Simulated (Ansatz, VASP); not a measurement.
TaVN2 in VASP and in Ansatz

```xyz
4
Lattice="2.7332 0.0000 0.0000 0.0000 5.5576 0.0000 0.0000 0.0000 4.4986" Properties=species:S:1:pos:R:3 pbc="T T T"
Ta    0.0000    0.0000    0.0000
V     0.0000    2.7788    0.0000
N     1.3666    0.0000    1.6230
N     1.3666    0.0000    2.8756
```

Alike in both runs: functional PBE; k mesh 6 × 4 × 4; occupations gaussian, width 0.1 eV; collinear spin.

Ansatz relaxed the structure, and its values are those at the end. VASP's run is a single point on that final structure, the one shown.

```csv
,VASP,Ansatz
version,VASP 6.6.1,Ansatz 0.2.0
potentials or method,"VASP PAW PBE potentials, release 64 (Ta_pv, V_sv, N), cutoff 600 eV","scalar-relativistic, plane waves, PAW"
valence electrons in the cell,34,36
```

|  | VASP | Ansatz | Ansatz less VASP |
| --- | --- | --- | --- |
| gap on the k mesh at the Fermi level (eV) | none | none | - |
| pressure (GPa) | 0.2 | 0.0 | -0.21 |
| rms of the force components (eV/Å) | 0.033 | 0.014 | -0.0188 |
| net moment per atom (μB) | 0.80 | 0.80 | -0.001 |
| size of the moment on the site where the two differ most (μB) | 2.63 | 2.58 | -0.056 |

Site moments also hang on the region over which each program counts them. A gap of «none» marks a metal or a gap that the smearing closes. VASP's potentials hold 34 valence electrons a cell and Ansatz's 36, so a difference there can come from the potentials and not from the codes.

The k mesh is coarse, so the values compare programs but aren't converged. Spin-orbit coupling is off throughout. Noted on VASP's run: the standard files for N, O and F lose accuracy on very short bonds.
